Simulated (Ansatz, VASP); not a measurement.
Pb: VASP beside Ansatz

File INCAR:

```
SYSTEM = Pb
ALGO = Normal
EDIFF = 1E-6
ENCUT = 520
GGA = PE
ISIF = 2
ISMEAR = -1
LASPH = .TRUE.
LCHARG = .FALSE.
LREAL = .FALSE.
LWAVE = .FALSE.
NBANDS = 13
NELM = 100
PREC = Accurate
SIGMA = 0.1
```

The input KPOINTS:

```
k-points
0
G
  13 13 13
  0 0 0
```

POSCAR

```
Pb
1.0
   -1.9144977856      1.9144977856      1.9144977856
    1.9144977856     -1.9144977856      1.9144977856
    1.9144977856      1.9144977856     -1.9144977856
Pb
1
Direct
    0.0000000000      0.0000000000      0.0000000000
```

Input for Ansatz:

```yaml
crystal:
  lattice:
    - [-1.9144977856, 1.9144977856, 1.9144977856]
    - [1.9144977856, -1.9144977856, 1.9144977856]
    - [1.9144977856, 1.9144977856, -1.9144977856]
  atoms:
    - { symbol: Pb, position: [0.0, 0.0, 0.0] }
hamiltonian:
  xc: pbe
  pseudopotentials:
    kind: paw
    azcp:
      Pb: "pseudopotentials/Pb.paw.azcp"
basis:
  ecutwfc: 420
  fft_grid_basis: typed
kpoints:
  mp_grid: { grid: [13, 13, 13], shift: [0, 0, 0] }
magnetization:
  spin_polarized: false
scf:
  occupations: { method: fermi_dirac, width: 0.1 }
  lower_state_search: "off"
output:
  stress: true
  write_density: true
  write_potential: true
  elf: true
  volumetric_format: npy
```

Alike in both runs: task single point; functional PBE; k mesh 13 × 13 × 13; occupations fermi-dirac, width 0.1 eV; no spin polarisation.

|  | VASP | Ansatz |
| --- | --- | --- |
| version | VASP 6.6.1 | Ansatz 0.2.0 |
| potentials or method | VASP PAW PBE potentials, release 64 (Pb_d), cutoff 520 eV | plane waves (420 eV) with PAW, scalar-relativistic |
| valence electrons in the cell | 14 | 14 |

```csv
,VASP,Ansatz,Ansatz less VASP
pressure (GPa),6.7,6.8,+0.07
```

Neither program's run includes spin-orbit coupling.
